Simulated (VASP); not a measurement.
**MgO: single point with PBEsol**

MgO:

```
O Mg
1.0
     0.00000    8.42881    8.42881
     8.42881    0.00000    8.42881
     8.42881    8.42881    0.00000
O Mg
64 64
Direct
  0.37500 0.12500 0.12500
  0.87500 0.12500 0.12500
  0.12500 0.37500 0.37500
  0.37500 0.62500 0.12500
  0.37500 0.12500 0.62500
  0.62500 0.37500 0.37500
  0.87500 0.62500 0.12500
  0.87500 0.12500 0.62500
  0.12500 0.87500 0.37500
  0.12500 0.37500 0.87500
  0.37500 0.62500 0.62500
  0.62500 0.87500 0.37500
  0.62500 0.37500 0.87500
  0.87500 0.62500 0.62500
  0.12500 0.87500 0.87500
  0.62500 0.87500 0.87500
  0.12500 0.37500 0.12500
  0.37500 0.12500 0.37500
  0.62500 0.37500 0.12500
  0.87500 0.12500 0.37500
  0.12500 0.87500 0.12500
  0.12500 0.37500 0.62500
  0.37500 0.62500 0.37500
  0.62500 0.87500 0.12500
  0.37500 0.12500 0.87500
  0.62500 0.37500 0.62500
  0.87500 0.62500 0.37500
  0.87500 0.12500 0.87500
  0.12500 0.87500 0.62500
  0.37500 0.62500 0.87500
  0.62500 0.87500 0.62500
  0.87500 0.62500 0.87500
  0.12500 0.12500 0.37500
  0.37500 0.37500 0.12500
  0.62500 0.12500 0.37500
  0.87500 0.37500 0.12500
  0.12500 0.62500 0.37500
  0.37500 0.87500 0.12500
  0.12500 0.12500 0.87500
  0.37500 0.37500 0.62500
  0.62500 0.62500 0.37500
  0.87500 0.87500 0.12500
  0.62500 0.12500 0.87500
  0.87500 0.37500 0.62500
  0.12500 0.62500 0.87500
  0.37500 0.87500 0.62500
  0.62500 0.62500 0.87500
  0.87500 0.87500 0.62500
  0.12500 0.12500 0.12500
  0.62500 0.12500 0.12500
  0.12500 0.62500 0.12500
  0.12500 0.12500 0.62500
  0.37500 0.37500 0.37500
  0.62500 0.62500 0.12500
  0.62500 0.12500 0.62500
  0.87500 0.37500 0.37500
  0.12500 0.62500 0.62500
  0.37500 0.87500 0.37500
  0.37500 0.37500 0.87500
  0.62500 0.62500 0.62500
  0.87500 0.87500 0.37500
  0.87500 0.37500 0.87500
  0.37500 0.87500 0.87500
  0.87500 0.87500 0.87500
  0.00000 0.00000 0.00000
  0.50000 0.00000 0.00000
  0.00000 0.50000 0.00000
  0.00000 0.00000 0.50000
  0.25000 0.25000 0.25000
  0.50000 0.50000 0.00000
  0.50000 0.00000 0.50000
  0.75000 0.25000 0.25000
  0.00000 0.50000 0.50000
  0.25000 0.75000 0.25000
  0.25000 0.25000 0.75000
  0.50000 0.50000 0.50000
  0.75000 0.75000 0.25000
  0.75000 0.25000 0.75000
  0.25000 0.75000 0.75000
  0.75000 0.75000 0.75000
  0.00000 0.00000 0.25000
  0.25000 0.25000 0.00000
  0.50000 0.00000 0.25000
  0.75000 0.25000 0.00000
  0.00000 0.50000 0.25000
  0.25000 0.75000 0.00000
  0.00000 0.00000 0.75000
  0.25000 0.25000 0.50000
  0.50000 0.50000 0.25000
  0.75000 0.75000 0.00000
  0.50000 0.00000 0.75000
  0.75000 0.25000 0.50000
  0.00000 0.50000 0.75000
  0.25000 0.75000 0.50000
  0.50000 0.50000 0.75000
  0.75000 0.75000 0.50000
  0.00000 0.25000 0.00000
  0.25000 0.00000 0.25000
  0.50000 0.25000 0.00000
  0.75000 0.00000 0.25000
  0.00000 0.75000 0.00000
  0.00000 0.25000 0.50000
  0.25000 0.50000 0.25000
  0.50000 0.75000 0.00000
  0.25000 0.00000 0.75000
  0.50000 0.25000 0.50000
  0.75000 0.50000 0.25000
  0.75000 0.00000 0.75000
  0.00000 0.75000 0.50000
  0.25000 0.50000 0.75000
  0.50000 0.75000 0.50000
  0.75000 0.50000 0.75000
  0.25000 0.00000 0.00000
  0.75000 0.00000 0.00000
  0.00000 0.25000 0.25000
  0.25000 0.50000 0.00000
  0.25000 0.00000 0.50000
  0.50000 0.25000 0.25000
  0.75000 0.50000 0.00000
  0.75000 0.00000 0.50000
  0.00000 0.75000 0.25000
  0.00000 0.25000 0.75000
  0.25000 0.50000 0.50000
  0.50000 0.75000 0.25000
  0.50000 0.25000 0.75000
  0.75000 0.50000 0.50000
  0.00000 0.75000 0.75000
  0.50000 0.75000 0.75000
```

```yaml
Program: VASP 6.6.1
Task: single point
Functional: PBEsol
Potentials_or_basis: VASP PAW PBE potentials, release 64 (O, Mg)
Cutoff: 520 eV
k_mesh: 1 × 1 × 1
Occupations: fermi-dirac, width 0.05 eV
Spin: no spin polarisation
Dipole_correction: no
Further_INCAR_settings: LREAL = Auto; ALGO = Normal; EDIFF = 1e-06; NBANDS = 326
```

```
Pressure               : -0.5 GPa
Band gap on the k mesh : 4.61 eV
```

Levels at points of the mesh, in eV from the valence-band top:
```
           k point  band 253  band 254  band 255  band 256  band 257  band 258  band 259  band 260
(0.00, 0.00, 0.00)     -0.35      0.00      0.00      0.00      4.61      6.97      6.97      6.97
```

Run time: 16 min on 1 thread of AMD EPYC 7R13 Processor (Zen 3) (shared host), peak memory 1.3 GiB.

Caveat: the k points lie up to 0.65 Å⁻¹ apart; the PAW data sets were made with another functional, which shifts forces and pressure a little. A k mesh can miss the band edges.
